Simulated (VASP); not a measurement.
A run of VASP 6.6.1 is set up as follows.

INCAR

```
PREC = Accurate
ENCUT = 520
EDIFF = 1E-8
ISMEAR = -1
SIGMA = 0.08
LREAL = False
LASPH = True
NELM = 60
ALGO = Normal
ISIF = 2
LWAVE = False
LCHARG = False
GGA = PE
LEFG = True
NBANDS = 16
```

The input KPOINTS:

```
Automatic mesh
0
Gamma
  12 12 12
```

The input POSCAR:

```
GaSb
1.0
    0.0000000000      3.0590000000      3.0590000000
    3.0590000000      0.0000000000      3.0590000000
    3.0590000000      3.0590000000      0.0000000000
Ga Sb
1 1
Direct
    0.0000000000      0.0000000000      0.0000000000
    0.7500000000      0.7500000000      0.7500000000
```

Potentials or basis: VASP PAW PBE potentials, release 64 (Ga_d, Sb).

The run is started by

```sh
$ cat potpaw_PBE.64/Ga_d/POTCAR potpaw_PBE.64/Sb/POTCAR > POTCAR
$ mpirun -np 1 vasp_std > vasp.out
```

Question: Predict the pressure.

Answer: 2.4 GPa.

Caveat: without QUAD_EFG the Cq values of the log hold for a quadrupole moment of 1 mb, not for the nuclei.
